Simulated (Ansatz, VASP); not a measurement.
One calculation of SrTiO3, two programs

File POSCAR:

```
SrTiO3
1.0
    3.9068515088      0.0000000000      0.0000000000
    0.0000000000      3.9068515088      0.0000000000
    0.0000000000      0.0000000000      3.9068515088
Sr Ti O
1 1 3
Direct
    0.0000000000      0.0000000000      0.0000000000
    0.5000000000      0.5000000000      0.5000000000
    0.5000000000      0.5000000000      0.0000000000
    0.5000000000      0.0000000000      0.5000000000
    0.0000000000      0.5000000000      0.5000000000
```

Contents of INCAR.step1:

```
SYSTEM = SrTiO3
PREC     = Accurate       ! precision mode
ENCUT    = 520            ! plane-wave cutoff, eV
ISMEAR   = 0              ! smearing method
SIGMA    = 0.01           ! smearing width, eV
LREAL    = .False.        ! projectors in reciprocal space
LASPH    = .True.         ! aspherical terms in the spheres
NELM     = 100            ! most SCF steps
NBANDS   = 28             ! bands
GGA      = PE             ! functional
ALGO     = Normal         ! electronic algorithm
EDIFF    = 1E-4           ! SCF threshold, eV
LWAVE    = .True.         ! write WAVECAR
LCHARG   = .False.        ! write CHGCAR
```

INCAR.step2

```
SYSTEM = SrTiO3
PREC     = Accurate       ! precision mode
ENCUT    = 520            ! plane-wave cutoff, eV
EDIFF    = 1E-6           ! SCF threshold, eV
ISMEAR   = 0              ! smearing method
SIGMA    = 0.01           ! smearing width, eV
LREAL    = .False.        ! projectors in reciprocal space
LASPH    = .True.         ! aspherical terms in the spheres
NELM     = 100            ! most SCF steps
ALGO     = Normal         ! electronic algorithm
ISIF     = 2              ! what is computed and relaxed
LWAVE    = .False.        ! write WAVECAR
LCHARG   = .False.        ! write CHGCAR
METAGGA  = R2SCAN         ! meta-GGA
LMIXTAU  = .True.       
NBANDS   = 28             ! bands
ISTART   = 1
```

File KPOINTS:

```
Automatic mesh
0
Gamma
  6 6 6
  0 0 0
```

Input for Ansatz:

```yaml
crystal:
  lattice:
    - [3.9068515088, 0.0, 0.0]
    - [0.0, 3.9068515088, 0.0]
    - [0.0, 0.0, 3.9068515088]
  atoms:
    - { symbol: Sr, position: [0.0, 0.0, 0.0] }
    - { symbol: Ti, position: [0.5, 0.5, 0.5] }
    - { symbol: O, position: [0.5, 0.5, 0.0] }
    - { symbol: O, position: [0.5, 0.0, 0.5] }
    - { symbol: O, position: [0.0, 0.5, 0.5] }
kpoints:
  mp_grid: { grid: [6, 6, 6] }
  band_path:
    path: [[0.0, 0.0, 0.0], [0.0, 0.5, 0.0], [0.5, 0.5, 0.0], [0.5, 0.5, 0.5]]
    npoints: 1
hamiltonian:
  xc: r2scan
scf:
  occupations: { method: fixed }
  n_extra_bands: 5
output:
  forces: true
  stress: true
  eigenvalues: true
  write_density: true
  write_potential: true
  elf: true
  volumetric_format: npy
```

Alike in both runs: task single point; functional r2SCAN; k mesh 6 × 6 × 6; no spin polarisation.

|  | VASP | Ansatz |
| --- | --- | --- |
| version | VASP 6.6.1 | Ansatz 0.2.0 |
| potentials or method | VASP PAW PBE potentials, release 64 (Sr_sv, Ti_sv, O) | plane waves, PAW |
| plane-wave cutoff (eV) | 520 | 500 |
| occupations | gaussian, width 0.01 eV | fixed |
| valence electrons in the cell | 40 | 40 |

|  | VASP | Ansatz | Ansatz less VASP |
| --- | --- | --- | --- |
| gap on the k mesh at the Fermi level (eV) | 2.27 | 2.26 | -0.012 |
| pressure (GPa) | 0.9 | 0.0 | -0.92 |

VASP's potentials were made for PBE, not for r2SCAN.
